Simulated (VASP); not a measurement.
# CoBr4 (I4/mmm) in VASP: relaxation of cell and atoms with PBE

Aim: the relaxation of cell and atoms of CoBr4 with PBE.

All numbers are computed with VASP 6.6.1; they aren't measurements. Logs are shortened: lines on timing, memory, paths and dates and some standing lists are left out, and cuts for length are marked.

## 1. The cell of the first run

It takes space group I4/mmm (No. 139, tetragonal). The conventional cell has a = 5.469 Å, b = 5.469 Å, c = 10.858 Å, α = 90.00°, β = 90.00°, γ = 90.00°. Within 4.4 Å of Co (site symmetry 4/mmm) lie 8 Br at 3.33 Å. Br (site symmetry 2/m) has 4 Br at 2.73 Å and 2 Co at 3.33 Å within 3.6 Å.

The cell was generated, and may not be a known phase.

## 2. Relaxation of cell and atoms, PBE, collinear spin, ferromagnetic start

INCAR reads:

```
PREC = Accurate ; ENCUT = 600
EDIFF = 1E-6 ; ISMEAR = 0
SIGMA = 0.1 ; LREAL = F
LASPH = T ; NELM = 150
ALGO = Normal ; ISIF = 3
LWAVE = F ; LCHARG = F
ISPIN = 2 ; MAGMOM = 3 0 0 0 0
LORBIT = 11 ; LMAXMIX = 4
GGA = PE ; IBRION = 2
NSW = 90 ; EDIFFG = -0.04
```

KPOINTS reads:

```
regular mesh
0
Gamma
  4 4 4
```

POSCAR reads:

```
CoBr4
1.0
   -2.7342566800      2.7342566800      5.4287889700
    2.7342566800     -2.7342566800      5.4287889700
    2.7342566800      2.7342566800     -5.4287889700
Co Br
1 4
Direct
    0.5000000000      0.5000000000      0.0000000000
    0.5000000000      0.0000000000      0.0000000000
    0.0000000000      0.5000000000      0.0000000000
    0.0000000000      0.0000000000      0.5000000000
    0.5000000000      0.5000000000      0.5000000000
```

Potentials or basis: VASP PAW PBE potentials, release 64 (Co, Br).

On the command line:

```bash
cat potpaw_PBE.64/Co/POTCAR potpaw_PBE.64/Br/POTCAR > POTCAR
mpirun -np 1 vasp_std > vasp.out
```

OUTCAR:

```text
PREC = Accurate
   ENCUT = 600
   EDIFF = 1E-6
   ISMEAR = 0
   LREAL = F
   LASPH = T
   NELM = 150
   ISIF = 3
   ISPIN = 2
   LORBIT = 11
   GGA = PE
   IBRION = 2
   NSW = 90
   EDIFFG = -0.04

 ion  position               nearest neighbor table
   1  0.500  0.500  0.000-
   2  0.500  0.000  0.000-   4 2.73   5 2.73   5 2.73   4 2.73
   3  0.000  0.500  0.000-   4 2.73   5 2.73   4 2.73   5 2.73
   4  0.000  0.000  0.500-   2 2.73   3 2.73   3 2.73   2 2.73
   5  0.500  0.500  0.500-   2 2.73   3 2.73   2 2.73   3 2.73

  LATTYP: Found a body centered tetragonal cell.
 ALAT       =     5.4685133600
 C/A-ratio  =     1.9854715944

  Lattice vectors:

 A1 = (  -2.7342566800,   2.7342566800,   5.4287889700)
 A2 = (   2.7342566800,  -2.7342566800,   5.4287889700)
 A3 = (   2.7342566800,   2.7342566800,  -5.4287889700)

Analysis of symmetry for initial positions (statically):
=====================================================================
 Subroutine PRICEL returns:
 Original cell was already a primitive cell.

 Routine SETGRP: Setting up the symmetry group for a
 body centered tetragonal supercell.

 Subroutine GETGRP returns: Found 16 space group operations
 (whereof 16 operations were pure point group operations)
 out of a pool of 16 trial point group operations.

The static configuration has the point symmetry D_4h.

Analysis of symmetry for dynamics (positions and initial velocities):
=====================================================================
 Subroutine PRICEL returns:
 Original cell was already a primitive cell.

 Routine SETGRP: Setting up the symmetry group for a
 body centered tetragonal supercell.

 Subroutine GETGRP returns: Found 16 space group operations
 (whereof 16 operations were pure point group operations)
 out of a pool of 16 trial point group operations.

The dynamic configuration has the point symmetry D_4h.

Analysis of structural, dynamic, and magnetic symmetry:
=====================================================================
 Subroutine PRICEL returns:
 Original cell was already a primitive cell.

 Routine SETGRP: Setting up the symmetry group for a
 body centered tetragonal supercell.

 Subroutine GETGRP returns: Found 16 space group operations
 (whereof 16 operations were pure point group operations)
 out of a pool of 16 trial point group operations.

The overall configuration has the point symmetry D_4h.

 Subroutine INISYM returns: Found 16 space group operations
 (whereof 16 operations are pure point group operations),
 and found     1 'primitive' translations

----------------------------------------------------------------------------------------

                                     Primitive cell

  volume of cell :     162.3460

  direct lattice vectors                    reciprocal lattice vectors
    -2.734256680  2.734256680  5.428788970     0.000000000  0.182865056  0.092101572
     2.734256680 -2.734256680  5.428788970     0.182865056  0.000000000  0.092101572
     2.734256680  2.734256680 -5.428788970     0.182865056  0.182865056  0.000000000

  length of vectors
     6.665138323  6.665138323  6.665138323     0.204749428  0.204749428  0.258610242

  position of ions in fractional coordinates (direct lattice)
     0.500000000  0.500000000  0.000000000
     0.500000000  1.000000000  0.000000000
     1.000000000  0.500000000  0.000000000
     0.000000000  0.000000000  0.500000000
     0.500000000  0.500000000  0.500000000

  ion indices of the primitive-cell ions
   primitive index   ion index
                 1           1
                 2           2
                 3           3
                 4           4
                 5           5

----------------------------------------------------------------------------------------

 KPOINTS: regular mesh

Automatic generation of k-mesh.
 Grid dimensions read from file:
 generate k-points for:    4    4    4

 Generating k-lattice:

  Cartesian coordinates                     Fractional coordinates (reciprocal lattice)
     0.000000000  0.045716264  0.023025393     0.250000000 -0.000000000  0.000000000
     0.045716264  0.000000000  0.023025393    -0.000000000  0.250000000  0.000000000
     0.045716264  0.045716264  0.000000000     0.000000000  0.000000000  0.250000000

  Length of vectors
     0.051187357  0.051187357  0.064652560

  Shift w.r.t. Gamma in fractional coordinates (k-lattice)
     0.000000000  0.000000000  0.000000000

 Subroutine IBZKPT returns following result:
 ===========================================

 Found     13 irreducible k-points:

 Following reciprocal coordinates:
            Coordinates               Weight
  0.000000  0.000000  0.000000      1.000000
  0.250000 -0.000000  0.000000      8.000000
  0.500000 -0.000000  0.000000      4.000000
  0.250000  0.250000  0.000000      8.000000
  0.500000  0.250000  0.000000     16.000000
 -0.250000  0.250000  0.000000      4.000000
  0.500000  0.500000  0.000000      2.000000
  0.250000  0.250000  0.250000      2.000000
 -0.250000  0.250000  0.250000      4.000000
  0.500000  0.500000  0.250000      4.000000
 -0.250000  0.500000  0.250000      8.000000
 -0.250000 -0.250000  0.250000      2.000000
  0.500000  0.500000  0.500000      1.000000
   k-points           NKPTS =     13   k-points in BZ     NKDIM =     13   number of bands    NBANDS=     24
   number of dos      NEDOS =    301   number of ions     NIONS =      5
   total plane-waves  NPLWV = 157464
   dimension x,y,z NGX =    54 NGY =   54 NGZ =   54
   dimension x,y,z NGXF=   108 NGYF=  108 NGZF=  108
   ions per type =               1   4
   NGX,Y,Z   is equivalent  to a cutoff of  13.47, 13.47, 13.47 a.u.
   NGXF,Y,Z  is equivalent  to a cutoff of  26.94, 26.94, 26.94 a.u.
 SYSTEM =  unknown system
   PREC   = accura    normal or accurate (medium, high low for compatibility)
   ISTART =      0    job   : 0-new  1-cont  2-samecut
   ICHARG =      2    charge: 1-file 2-atom 10-const
   ISPIN  =      2    spin polarized calculation?
   LNONCOLLINEAR =      F non collinear calculations
   LSORBIT =      F    spin-orbit coupling
   LASPH  =      T    aspherical Exc in radial PAW
   ENCUT  =  600.0 eV  44.10 Ry    6.64 a.u.  13.31 13.31 13.31*2*pi/ulx,y,z
   NELM   =    150;   NELMIN=  2; NELMDL= -5     # of ELM steps
   EDIFF  = 0.1E-05   stopping-criterion for ELM
   LREAL  =      F    real-space projection
   EDIFFG = -.4E-01   stopping-criterion for IOM
   NSW    =     90    number of steps for IOM
   IBRION =      2    ionic relax: 0-MD 1-quasi-New 2-CG
   NFREE  =      1    steps in history (QN), initial steepest desc. (CG)
   ISIF   =      3    stress and relaxation
   ISYM   =      2    0-nonsym 1-usesym 2-fastsym
   POTIM  = 0.5000    time-step for ionic-motion
   TEBEG  =    0.0;   TEEND  =   0.0 temperature during run
   PSTRESS=    0.0 pullay stress
   NELECT =      37.0000    total number of electrons
   NUPDOWN=      -1.0000    fix difference up-down
   EMIN   =  10.00;   EMAX   =-10.00  energy-range for DOS
   EFERMI =   0.00;   METHOD = LEGACY
   ISMEAR =     0;   SIGMA  =   0.10  broadening in eV -4-tet -1-fermi 0-gaus
   EFERMI_NEDOS =   21; number of points for ismear=-14 and -15
   IALGO  =     38    algorithm
   IMIX   =      4    mixing-type and parameters
     AMIX     =   0.40;   BMIX     =  1.00
     AMIX_MAG =   1.60;   BMIX_MAG =  1.00
  volume/ion in A,a.u.               =      32.47       219.11
  Fermi-wavevector in a.u.,A,eV,Ry     =   0.999988  1.889704 13.605506  0.999977
  Thomas-Fermi vector in A             =   2.132315
   LORBIT       =     11    0 simple, 1 ext, 2 COOP (PROOUT), +10 PAW based schemes
   GGA     = PE    functional components
   LHFCALC =     F    Hartree Fock is set to
   AEXX    =    0.0000 exact exchange contribution
   IVDW    =     0    specifies the selected vdW correction
   LEPSILON=     F    determine dielectric tensor
   LRPA    =     F    only Hartree local field effects (RPA)
 conjugate gradient relaxation of ions
 spin polarized calculation
 Gauss-broadening in eV      SIGMA  =   0.10
  energy-cutoff  :      600.00
  volume of cell :      162.35
 maximum number of plane-waves:      5441
 NGX is ok and might be reduce to    54
   NGX = 27   NGY = 27   NGZ = 27

--------------------------------------- Ionic step        1  -------------------------------------------

 number of electron      36.9999999 magnetization       2.3433302

 Free energy of the ion-electron system (eV)
  ---------------------------------------------------
  ext. energy  EPLUGINS =         0.00000000
  ---------------------------------------------------
  free energy    TOTEN  =        -8.41291314 eV

  energy without entropy =       -8.35505022  energy(sigma->0) =       -8.38398168

------------------------ aborting loop because EDIFF is reached ----------------------------------------

  FORCE on cell =-STRESS in cart. coord.  units (eV):
  Direction    XX          YY          ZZ          XY          YZ          ZX
  --------------------------------------------------------------------------------------
  -------------------------------------------------------------------------------------
  Total       11.6474699     11.6474699     -5.5777414      0.0000000      0.0000000      0.0000000
  in kB      114.9478004    114.9478004    -55.0462124      0.0000000      0.0000000      0.0000000
  external PRESSURE =      58.2831294 kB  Pullay stress =       0.0000000 kB
[... 1529 lines left out ...]
     23      38.8603      0.00000
     24      39.6448      0.00000

[... ionic steps 4 to 15 ...]

--------------------------------------- Ionic step       16  -------------------------------------------

 number of electron      37.0000001 magnetization       0.0000218

------------------------ aborting loop because EDIFF is reached ----------------------------------------
[... 75 lines left out ...]
--------------------------------------- Ionic step       18  -------------------------------------------

 number of electron      37.0000000 magnetization      -0.0001024

 Free energy of the ion-electron system (eV)
  ---------------------------------------------------
  ext. energy  EPLUGINS =         0.00000000
  ---------------------------------------------------
  free energy    TOTEN  =       -11.64702880 eV

  energy without entropy =      -11.60718838  energy(sigma->0) =      -11.62710859

 E-fermi :   2.3846     XC(G=0):  -9.1462

 val. band max:        2.3825031228   @ k =  -0.2500   0.2500   0.2500
 cond. band min:       2.3906735582   @ k =   0.2500   0.2500   0.0000
 fundamental gap:      0.0081704354
 Fermi energy:         2.3846044935
[... 737 lines left out ...]
  FREE ENERGIE OF THE ION-ELECTRON SYSTEM (eV)
  ---------------------------------------------------
  free  energy   TOTEN  =       -11.6470287971 eV

  energy  without entropy=      -11.6071883827  energy(sigma->0) =      -11.62710859

 reached required accuracy - stopping structural energy minimisation

 total charge

# of ion       s       p       d       tot
------------------------------------------
    1        0.232   0.196   7.322   7.750
    2        1.643   3.083   0.030   4.756
    3        1.643   3.083   0.030   4.756
    4        1.643   3.083   0.030   4.756
    5        1.643   3.083   0.030   4.756
--------------------------------------------------
tot          6.804  12.530   7.440  26.774

 magnetization (x)

# of ion       s       p       d       tot
------------------------------------------
    1       -0.000   0.000   0.000   0.000
    2       -0.000  -0.000   0.000  -0.000
    3       -0.000  -0.000   0.000  -0.000
    4       -0.000  -0.000   0.000  -0.000
    5       -0.000  -0.000   0.000  -0.000
--------------------------------------------------
tot         -0.000  -0.000   0.000  -0.000
```

Run time: 64 min. Hardware: 1 thread of AMD EPYC 9R45 (Zen 5), shared host; peak memory 0.59 GiB.

What came out:

* Free energy: -11.6470 eV
* Relaxed volume: 25.05 Å³/atom
* Relaxed cell: a = 5.477 Å, b = 5.477 Å, c = 5.477 Å, α = 106.33°, β = 106.33°, γ = 115.95°
* Space group after relaxing (to 0.1 Å): I4/mmm (No. 139)
* Pressure after relaxing: 0.0 GPa
* Net moment: 0.00 μB per cell
* Valence electrons inside the program's atomic spheres: Co 7.75; Br 4.76

Final structure:
```
CELL_PARAMETERS angstrom
-3.28344 3.28344 2.90433
3.28344 -3.28344 2.90433
3.28344 3.28344 -2.90433
ATOMIC_POSITIONS crystal
Co 0.50000 0.50000 0.00000
Br 0.50000 0.00000 0.00000
Br 0.00000 0.50000 0.00000
Br 0.00000 0.00000 0.50000
Br 0.50000 0.50000 0.50000
```

Levels at points of the mesh, in eV from the Fermi level:
Spin up:
```
           k point  band 15  band 16  band 17  band 18  band 19  band 20  band 21  band 22
(0.00, 0.00, 0.00)    -0.68    -0.60    -0.60    -0.10     0.50     0.61     1.19     1.43
(0.50, 0.00, 0.00)    -0.72    -0.55    -0.50    -0.46    -0.39    -0.30     0.93     4.84
(0.50, 0.50, 0.00)    -0.53    -0.49    -0.41    -0.35     0.35     1.00     1.46     4.70
(0.50, 0.50, 0.50)    -0.36    -0.35     0.60     0.60     0.95     1.48     1.48     5.18
```
Spin down:
| k point | band 15 | band 16 | band 17 | band 18 | band 19 | band 20 | band 21 | band 22 |
| --- | --- | --- | --- | --- | --- | --- | --- | --- |
| (0.00, 0.00, 0.00) | -0.67 | -0.60 | -0.60 | -0.10 | 0.50 | 0.61 | 1.19 | 1.43 |
| (0.50, 0.00, 0.00) | -0.72 | -0.55 | -0.50 | -0.46 | -0.39 | -0.30 | 0.94 | 4.84 |
| (0.50, 0.50, 0.00) | -0.53 | -0.49 | -0.41 | -0.35 | 0.35 | 1.00 | 1.45 | 4.70 |
| (0.50, 0.50, 0.50) | -0.36 | -0.35 | 0.60 | 0.60 | 0.95 | 1.48 | 1.48 | 5.18 |

Caveat: the volume moved by over 15 % at a fixed basis, so the end points are rough; the moments typed at the start vanished in this run; semilocal functionals often make such compounds metallic where correlation or magnetic order opens a gap, which also shifts bond lengths.
